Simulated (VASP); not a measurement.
Wanted: the native input for a VASP 6.6.1 run.

| Item | Value |
| --- | --- |
| Task | single point |
| Functional | PBE |
| Potentials or basis | VASP PAW PBE potentials, release 64 (Cd, Se) |
| Cutoff | 520 eV |
| k mesh | 6 × 6 × 2 |
| Occupations | gaussian, width 0.01 eV |
| Spin | no spin polarisation |
| Dipole correction | no |
| Further INCAR settings | ALGO = Normal; EDIFF = 1e-07; NBANDS = 26 |

The structure of CdSe lies in POSCAR:

```
CdSe
1.0
    4.3407236653      0.0000000000      0.0000000000
   -2.1703618326      3.7591769650      0.0000000000
    0.0000000000      0.0000000000      7.2181789021
Cd Se
2 2
Direct
    0.3333333333      0.6666666667      0.0015566779
    0.6666666667      0.3333333333      0.5015566779
    0.3333333333      0.6666666667      0.3734433221
    0.6666666667      0.3333333333      0.8734433221
```

This cell differs from its parent crystal: uniaxial z strain +2.0%.

One way to write it, as run:

INCAR

```
SYSTEM = CdSe
  ALGO = Normal
  EDIFF = 1E-7
  ENCUT = 520
  GGA = PE
  ISIF = 2
  ISMEAR = 0
  LASPH = .True.
  LCHARG = .False.
  LREAL = .False.
  LWAVE = .False.
  NBANDS = 26
  NELM = 80
  PREC = Accurate
  SIGMA = 0.01
```

KPOINTS

```
k-points
0
Gamma
  6 6 2
  0 0 0
```

Potentials or basis: VASP PAW PBE potentials, release 64 (Cd, Se).

Launch:

```bash
$ cat potpaw_PBE.64/Cd/POTCAR potpaw_PBE.64/Se/POTCAR > POTCAR
$ mpirun -np 1 vasp_std > vasp.out
```

Results of the run:

```yaml
Pressure: 0.7 GPa
Largest_force: 0.005 eV/Å
Band_gap_on_the_k_mesh: 0.53 eV, direct
```

Caveat: the k points lie up to 0.44 Å⁻¹ apart; the cell differs from its parent crystal (uniaxial z strain +2.0%).

It took 21 s on 1 thread of Intel(R) Xeon(R) 6975P-C (Granite Rapids), with other jobs on the host, peak memory 0.22 GiB.
